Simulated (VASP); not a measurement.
# K7Mg8F23 (a cell with a defect) in VASP: single point with PBEsol

Aim: the single point of K7Mg8F23 (a cell with a defect) with PBEsol.

Everything below comes from runs of VASP 6.6.1. Logs are shortened: lines on timing, memory, paths and dates and some standing lists are left out, and cuts for length are marked.

## Step 1: The cell of the first run

The cell holds a defect, 38 atoms: a = 7.983 Å, b = 7.983 Å, c = 7.983 Å, α = 90.00°, β = 90.00°, γ = 90.00°.

## Step 2: Single point, PBEsol

File INCAR:

```
SYSTEM = K7Mg8F23
ALGO = Normal ; EDIFF = 1E-6
ENCUT = 520 ; GGA = PS
ISIF = 2 ; ISMEAR = -1
ISYM = 0 ; LASPH = .True.
LCHARG = .True. ; LELF = .True.
LREAL = Auto ; LVHAR = .True.
LWAVE = .False. ; NBANDS = 145
NELM = 100 ; PREC = Accurate
SIGMA = 0.05
```

File KPOINTS:

```
Automatic mesh
0
Gamma
  1 1 1
  0.25 0.25 0.25
```

File POSCAR:

```
K7Mg8F23
1.0
    7.9825440000      0.0000000000      0.0000000000
    0.0000000000      7.9825440000      0.0000000000
    0.0000000000      0.0000000000      7.9825440000
K Mg F
7 8 23
Direct
    0.9904870000      0.9901430000      0.9992700000
    0.9954140000      0.9951930000      0.4993370000
    0.9904330000      0.5094160000      0.9993300000
    0.9898210000      0.5051850000      0.4993060000
    0.5098640000      0.9899990000      0.9993200000
    0.5055360000      0.9893090000      0.4992340000
    0.5104880000      0.5101720000      0.9993060000
    0.2536440000      0.2531620000      0.2669910000
    0.2536380000      0.2531550000      0.7317050000
    0.2523200000      0.7471370000      0.2486980000
    0.2522980000      0.7471480000      0.7498110000
    0.7474670000      0.2519790000      0.2488060000
    0.7474780000      0.2519500000      0.7499350000
    0.7471650000      0.7467740000      0.2533270000
    0.7471180000      0.7467360000      0.7452880000
    0.2417530000      0.2402640000      0.4993550000
    0.2484240000      0.7518740000      0.9992660000
    0.2437970000      0.7585720000      0.4992280000
    0.7528150000      0.2479690000      0.9993760000
    0.7584810000      0.2434650000      0.4993820000
    0.7511670000      0.7507410000      0.9993040000
    0.7566080000      0.7561840000      0.4993120000
    0.0083780000      0.2492780000      0.2328600000
    0.0084550000      0.2490640000      0.7661990000
    0.0009520000      0.7500700000      0.2501980000
    0.0008900000      0.7502520000      0.7483620000
    0.4931970000      0.2450580000      0.2243760000
    0.4931380000      0.2453380000      0.7746740000
    0.4992550000      0.7568760000      0.2439630000
    0.4992280000      0.7566860000      0.7546250000
    0.2494880000      0.0080250000      0.2320480000
    0.2497240000      0.0079570000      0.7664230000
    0.2455070000      0.4927300000      0.2245850000
    0.2452400000      0.4928230000      0.7737180000
    0.7505220000      0.0005700000      0.2502390000
    0.7503210000      0.0005840000      0.7484310000
    0.7570790000      0.4988620000      0.2439530000
    0.7573340000      0.4988450000      0.7546960000
```

Potentials or basis: VASP PAW PBE potentials, release 64 (K_sv, Mg, F).

The run is started by

```bash
> cat potpaw_PBE.64/K_sv/POTCAR potpaw_PBE.64/Mg/POTCAR potpaw_PBE.64/F/POTCAR > POTCAR
> mpirun -np 1 vasp_std > vasp.out
```

OUTCAR:

```text
SYSTEM = K7Mg8F23
   EDIFF = 1E-6
   ENCUT = 520
   GGA = PS
   ISIF = 2
   ISMEAR = -1
   ISYM = 0
   LASPH = .True.
   LREAL = Auto
   NELM = 100
   PREC = Accurate

 ion  position               nearest neighbor table
   1  0.990  0.990  0.999-  21 2.70  26 2.77  35 2.77  36 2.77  25 2.77  31 2.78  24 2.78  32 2.79
                            23 2.79  19 2.80  17 2.80  14 3.41  15 3.41  13 3.48  11 3.48  10 3.48
   2  0.995  0.995  0.499-  22 2.70  18 2.74  20 2.74  16 2.77  26 2.79  35 2.79  36 2.79  25 2.79
                            14 3.42  15 3.42   8 3.45   9 3.45  12 3.48  13 3.48  11 3.48  10 3.48
   3  0.990  0.509  0.999-  38 2.70  37 2.70  21 2.71  33 2.72  34 2.72  25 2.78  26 2.78  24 2.79
                            23 2.79  19 2.82  17 2.83  14 3.39  15 3.39  10 3.45  11 3.46  13 3.46
   4  0.990  0.505  0.499-  22 2.73  38 2.76  37 2.76  20 2.79  25 2.79  26 2.79  14 3.37  15 3.37
                            12 3.44  13 3.44   8 3.45   9 3.45  11 3.48  10 3.48
   5  0.510  0.990  0.999-  29 2.70  30 2.70  21 2.71  28 2.72  27 2.72  36 2.78  35 2.78  32 2.79
                            31 2.79  17 2.82  19 2.83  14 3.39  15 3.39  13 3.45  12 3.45  10 3.46
   6  0.506  0.989  0.499-  22 2.73  29 2.76  30 2.76  18 2.79  35 2.79  36 2.79  14 3.36  15 3.37
                            10 3.44  11 3.44   8 3.45   9 3.45  12 3.48  13 3.48
   7  0.510  0.510  0.999-  21 2.72  30 2.77  37 2.77  29 2.77  38 2.78  28 2.78  27 2.78  33 2.78
                            34 2.78  17 2.85  19 2.85  15 3.35  14 3.35  10 3.43  13 3.43  11 3.43
   8  0.254  0.253  0.267-  16 1.86  33 1.94  27 1.94  31 1.98  23 1.98   6 3.45   4 3.45   2 3.45
                             7 3.60   5 3.63   3 3.63   1 3.66
   9  0.254  0.253  0.732-  16 1.86  28 1.94  34 1.94  24 1.98  32 1.98   6 3.45   4 3.45   2 3.45
                             7 3.60   5 3.63   3 3.63   1 3.66
  10  0.252  0.747  0.249-  29 1.97  17 1.99  18 2.00  25 2.01  33 2.04  31 2.09   7 3.43   6 3.44
                             3 3.45   5 3.46   1 3.48   4 3.48   2 3.48
  11  0.252  0.747  0.750-  30 1.97  17 1.99  18 2.00  26 2.01  34 2.04  32 2.09   7 3.43   6 3.44
                             3 3.46   5 3.46   1 3.48   4 3.48   2 3.48
  12  0.747  0.252  0.249-  37 1.97  19 1.99  20 2.00  35 2.01  27 2.04  23 2.09   7 3.43   4 3.44
                             5 3.45   3 3.46   1 3.48   2 3.48   6 3.48
  13  0.747  0.252  0.750-  38 1.97  19 1.99  20 2.00  36 2.01  28 2.04  24 2.09   7 3.43   4 3.44
                             5 3.45   3 3.46   1 3.48   2 3.48   6 3.48
  14  0.747  0.747  0.253-  22 1.97  37 1.98  29 1.98  25 2.03  35 2.03  21 2.03   7 3.35   6 3.36
                             4 3.37   5 3.39   3 3.39   1 3.41   2 3.42
  15  0.747  0.747  0.745-  22 1.97  30 1.98  38 1.98  26 2.03  36 2.03  21 2.03   7 3.35   6 3.37
                             4 3.37   5 3.39   3 3.39   1 3.41   2 3.42
  16  0.242  0.240  0.499-   9 1.86   8 1.86   2 2.77
  17  0.248  0.752  0.999-  10 1.99  11 1.99   1 2.80   5 2.82   3 2.83   7 2.85
  18  0.244  0.759  0.499-  10 2.00  11 2.00   2 2.74   6 2.79
  19  0.753  0.248  0.999-  12 1.99  13 1.99   1 2.80   3 2.82   5 2.83   7 2.85
  20  0.758  0.243  0.499-  13 2.00  12 2.00   2 2.74   4 2.79
  21  0.751  0.751  0.999-  15 2.03  14 2.03   1 2.70   5 2.71   3 2.71   7 2.72
  22  0.757  0.756  0.499-  15 1.97  14 1.97   2 2.70   6 2.73   4 2.73
  23  0.008  0.249  0.233-   8 1.98  12 2.09   1 2.79   3 2.79
  24  0.008  0.249  0.766-   9 1.98  13 2.09   1 2.78   3 2.79
  25  0.001  0.750  0.250-  10 2.01  14 2.03   1 2.77   3 2.78   4 2.79   2 2.79
  26  0.001  0.750  0.748-  11 2.01  15 2.03   1 2.77   3 2.78   2 2.79   4 2.79
  27  0.493  0.245  0.224-   8 1.94  12 2.04   5 2.72   7 2.78
  28  0.493  0.245  0.775-   9 1.94  13 2.04   5 2.72   7 2.78
  29  0.499  0.757  0.244-  10 1.97  14 1.98   5 2.70   6 2.76   7 2.77
  30  0.499  0.757  0.755-  11 1.97  15 1.98   5 2.70   6 2.76   7 2.77
  31  0.249  0.008  0.232-   8 1.98  10 2.09   1 2.78   5 2.79
  32  0.250  0.008  0.766-   9 1.98  11 2.09   1 2.79   5 2.79
  33  0.246  0.493  0.225-   8 1.94  10 2.04   3 2.72   7 2.78
  34  0.245  0.493  0.774-   9 1.94  11 2.04   3 2.72   7 2.78
  35  0.751  0.001  0.250-  12 2.01  14 2.03   1 2.77   5 2.78   2 2.79   6 2.79
  36  0.750  0.001  0.748-  13 2.01  15 2.03   1 2.77   5 2.78   6 2.79   2 2.79
  37  0.757  0.499  0.244-  12 1.97  14 1.98   3 2.70   4 2.76   7 2.77
  38  0.757  0.499  0.755-  13 1.97  15 1.98   3 2.70   4 2.76   7 2.78

IMPORTANT INFORMATION: All symmetrisations will be switched off!
NOSYMM: (Re-)initialisation of all symmetry stuff for point group C_1.

----------------------------------------------------------------------------------------

                                     Primitive cell

  volume of cell :     508.6558

  direct lattice vectors                    reciprocal lattice vectors
     7.982544000  0.000000000  0.000000000     0.125273346  0.000000000  0.000000000
     0.000000000  7.982544000  0.000000000     0.000000000  0.125273346  0.000000000
     0.000000000  0.000000000  7.982544000     0.000000000  0.000000000  0.125273346

  length of vectors
     7.982544000  7.982544000  7.982544000     0.125273346  0.125273346  0.125273346

  position of ions in fractional coordinates (direct lattice)
     0.990487000  0.990143000  0.999270000
     0.995414000  0.995193000  0.499337000
     0.990433000  0.509416000  0.999330000
[... 96 lines left out ...]
     0.250000000  0.250000000  0.250000000

 Subroutine IBZKPT returns following result:
 ===========================================

 Found      4 irreducible k-points:

 Following reciprocal coordinates:
            Coordinates               Weight
  0.250000  0.250000  0.250000      2.000000
 -0.250000  0.250000  0.250000      2.000000
 -0.250000 -0.250000  0.250000      2.000000
  0.250000 -0.250000  0.250000      2.000000
   k-points           NKPTS =      4   k-points in BZ     NKDIM =      4   number of bands    NBANDS=    145
   number of dos      NEDOS =    301   number of ions     NIONS =     38
   total plane-waves  NPLWV = 216000
   dimension x,y,z NGX =    60 NGY =   60 NGZ =   60
   dimension x,y,z NGXF=   120 NGYF=  120 NGZF=  120
   ions per type =               7   8  23
   NGX,Y,Z   is equivalent  to a cutoff of  12.50, 12.50, 12.50 a.u.
   NGXF,Y,Z  is equivalent  to a cutoff of  24.99, 24.99, 24.99 a.u.
 SYSTEM =  K7Mg8F23
   PREC   = accura    normal or accurate (medium, high low for compatibility)
   ISTART =      0    job   : 0-new  1-cont  2-samecut
   ICHARG =      2    charge: 1-file 2-atom 10-const
   ISPIN  =      1    spin polarized calculation?
   LNONCOLLINEAR =      F non collinear calculations
   LSORBIT =      F    spin-orbit coupling
   LASPH  =      T    aspherical Exc in radial PAW
   ENCUT  =  520.0 eV  38.22 Ry    6.18 a.u.  14.84 14.84 14.84*2*pi/ulx,y,z
   NELM   =    100;   NELMIN=  2; NELMDL= -5     # of ELM steps
   EDIFF  = 0.1E-05   stopping-criterion for ELM
   LREAL  =      T    real-space projection
   EDIFFG = 0.1E-04   stopping-criterion for IOM
   NSW    =      0    number of steps for IOM
   IBRION =     -1    ionic relax: 0-MD 1-quasi-New 2-CG
   NFREE  =      0    steps in history (QN), initial steepest desc. (CG)
   ISIF   =      2    stress and relaxation
   ISYM   =      0    0-nonsym 1-usesym 2-fastsym
   POTIM  = 0.5000    time-step for ionic-motion
   TEBEG  =    0.0;   TEEND  =   0.0 temperature during run
   PSTRESS=    0.0 pullay stress
   NELECT =     240.0000    total number of electrons
   NUPDOWN=      -1.0000    fix difference up-down
   EMIN   =  10.00;   EMAX   =-10.00  energy-range for DOS
   EFERMI =   0.00;   METHOD = LEGACY
   ISMEAR =    -1;   SIGMA  =   0.05  broadening in eV -4-tet -1-fermi 0-gaus
   EFERMI_NEDOS =   21; number of points for ismear=-14 and -15
   IALGO  =     38    algorithm
   IMIX   =      4    mixing-type and parameters
     AMIX     =   0.40;   BMIX     =  1.00
     AMIX_MAG =   1.60;   BMIX_MAG =  1.00
  volume/ion in A,a.u.               =      13.39        90.33
  Fermi-wavevector in a.u.,A,eV,Ry     =   1.274492  2.408441 22.100364  1.624331
  Thomas-Fermi vector in A             =   2.407257
   LORBIT       =      0    0 simple, 1 ext, 2 COOP (PROOUT), +10 PAW based schemes
   GGA     = PS    functional components
   LHFCALC =     F    Hartree Fock is set to
   AEXX    =    0.0000 exact exchange contribution
   IVDW    =     0    specifies the selected vdW correction
   LEPSILON=     F    determine dielectric tensor
   LRPA    =     F    only Hartree local field effects (RPA)
 non-spin polarized calculation
  energy-cutoff  :      520.00
  volume of cell :      508.66
 maximum number of plane-waves:     13679
   NGX = 29   NGY = 29   NGZ = 29

 number of electron     239.9999786 magnetization

 Free energy of the ion-electron system (eV)
  ---------------------------------------------------
  ext. energy  EPLUGINS =         0.00000000
  ---------------------------------------------------
  free energy    TOTEN  =      -191.47838783 eV

  energy without entropy =     -191.47838783  energy(sigma->0) =     -191.47838783

 E-fermi :  -0.8164     XC(G=0):  -9.5039

 val. band max:       -2.0544238753   @ k =   0.2500  -0.2500   0.2500
 cond. band min:       4.5583129953   @ k =   0.2500  -0.2500   0.2500
 fundamental gap:      6.6127368705
 Fermi energy:        -0.8164005630

 k-point     1 :       0.2500    0.2500    0.2500
  band No.  band energies     occupation
      1     -27.6603      2.00000
      2     -27.6562      2.00000
      3     -27.4845      2.00000
      4     -27.4700      2.00000
      5     -27.4392      2.00000
      6     -27.3476      2.00000
[... 529 lines left out ...]
    131       8.5226      0.00000
    132       8.6654      0.00000
 [bands above 132 left out]

------------------------ aborting loop because EDIFF is reached ----------------------------------------

  FORCE on cell =-STRESS in cart. coord.  units (eV):
  Direction    XX          YY          ZZ          XY          YZ          ZX
  --------------------------------------------------------------------------------------
  -------------------------------------------------------------------------------------
  Total       -3.3961670     -3.3978563      0.7361257     -0.0981999     -0.0121055     -0.0052301
  in kB      -10.6973365    -10.7026575      2.3186682     -0.3093128     -0.0381303     -0.0164740
  external PRESSURE =      -6.3604420 kB  Pullay stress =       0.0000000 kB

 VOLUME and BASIS-vectors are now :
 -----------------------------------------------------------------------------
  energy-cutoff  :      520.00
  volume of cell :      508.66
      direct lattice vectors                 reciprocal lattice vectors
     7.982544000  0.000000000  0.000000000     0.125273346  0.000000000  0.000000000
     0.000000000  7.982544000  0.000000000     0.000000000  0.125273346  0.000000000
     0.000000000  0.000000000  7.982544000     0.000000000  0.000000000  0.125273346

 POSITION                                       TOTAL-FORCE (eV/Angst)
 -----------------------------------------------------------------------------------
      7.90661      7.90386      7.97672         0.000567     -0.001521     -0.001279
      7.94594      7.94417      3.98598        -0.003665     -0.003861      0.000877
      7.90618      4.06644      7.97720         0.001360     -0.001944     -0.001398
      7.90129      4.03266      3.98573         0.010556     -0.004487      0.000758
      4.07001      7.90271      7.97712        -0.000447     -0.000531     -0.003180
      4.03546      7.89720      3.98516        -0.001312      0.011984      0.003288
[... 30 lines left out ...]
      6.04342      3.98219      1.94737        -0.007935      0.003254      0.012953
      6.04545      3.98205      6.02439        -0.010593      0.001669     -0.007990
 -----------------------------------------------------------------------------------
    total drift:                                0.021705      0.003300     -0.012972

  FREE ENERGIE OF THE ION-ELECTRON SYSTEM (eV)
  ---------------------------------------------------
  free  energy   TOTEN  =      -191.4783878321 eV

  energy  without entropy=     -191.4783878320  energy(sigma->0) =     -191.47838783
```

Run time: 11 min. Hardware: 1 thread of Intel Xeon Platinum 8259CL at 2.50GHz (Skylake/Cascade Lake), shared host; peak memory 0.58 GiB.

Results:

```
Free energy            : -191.4784 eV
Pressure               : -0.6 GPa
Largest force          : 0.022 eV/Å
Band gap on the k mesh : 6.61 eV
```

Forces on the atoms (eV/Å):
```
K    0.001 -0.002 -0.001
K   -0.004 -0.004  0.001
K    0.001 -0.002 -0.001
K    0.011 -0.004  0.001
K    0.000 -0.001 -0.003
K   -0.001  0.012  0.003
K   -0.002 -0.001 -0.001
Mg   0.007  0.004  0.021
Mg   0.007  0.006 -0.020
Mg   0.007  0.000  0.002
Mg   0.007  0.000 -0.002
Mg  -0.001  0.006  0.002
Mg  -0.001  0.008 -0.001
Mg  -0.005 -0.004  0.001
Mg  -0.004 -0.001 -0.001
F    0.002  0.004 -0.001
F    0.000 -0.002  0.002
F    0.008 -0.010  0.000
F   -0.004 -0.001  0.001
F   -0.006  0.008 -0.001
F    0.003  0.003 -0.002
F   -0.009 -0.009  0.000
F   -0.008  0.002  0.004
F   -0.009  0.002 -0.007
F    0.000 -0.002 -0.002
F    0.000 -0.001  0.004
F   -0.002  0.008  0.006
F   -0.003  0.008 -0.011
F    0.000 -0.011  0.012
F    0.003 -0.009 -0.008
F    0.003 -0.006  0.006
F    0.001 -0.003 -0.005
F    0.009  0.000  0.007
F    0.011 -0.001 -0.008
F   -0.001  0.000 -0.001
F    0.000 -0.003 -0.001
F   -0.008  0.003  0.013
F   -0.011  0.002 -0.008
```

Stress tensor (GPa, compression positive):
```
-1.07 -0.03  0.00
-0.03 -1.07  0.00
 0.00  0.00  0.23
```

Caveat: the PAW data sets were made with another functional, which shifts forces and pressure a little.
